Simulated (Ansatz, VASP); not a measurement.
SiC in VASP and in Ansatz

```
CELL_PARAMETERS angstrom
0.00817 2.17814 2.17814
2.18631 0.00000 2.18631
2.17814 2.17814 0.00817
ATOMIC_POSITIONS crystal
Si 0.00000 0.00000 0.00000
C 0.75000 0.75000 0.75000
```

Change from the starting cell: strain +0.0075 x Voigt [0, 0, 0, 0, 1, 0], atoms carried along.

Alike in both runs: task single point; functional r2SCAN; k mesh 10 × 10 × 10; occupations gaussian, width 0.05 eV; no spin polarisation.

```csv
,VASP,Ansatz
version,VASP 6.6.1,Ansatz 0.2.0
potentials or method,"VASP PAW PBE potentials, release 64 (Si, C), cutoff 520 eV","scalar-relativistic, plane waves, PAW"
valence electrons in the cell,8,8
```

VASP gave:

```
gap on the k mesh at the Fermi level (eV)                     : 1.70
least direct gap on the mesh (eV)                             : 5.00
pressure (GPa)                                                : -0.1
traceless stress, the component that is largest in VASP (GPa) : -2.14
rms of the force components (eV/Å)                            : 0.033
```

Problem. Estimate Ansatz's values.

Solution. gap on the k mesh at the Fermi level (eV): 1.69; least direct gap on the mesh (eV): 4.99; pressure (GPa): 0.0; traceless stress, the component that is largest in VASP (GPa): -2.13; rms of the force components (eV/Å): 0.033.

VASP's potentials were made for PBE, not for r2SCAN. Atom by atom the forces differ by 0.000 eV/Å (rms over components).
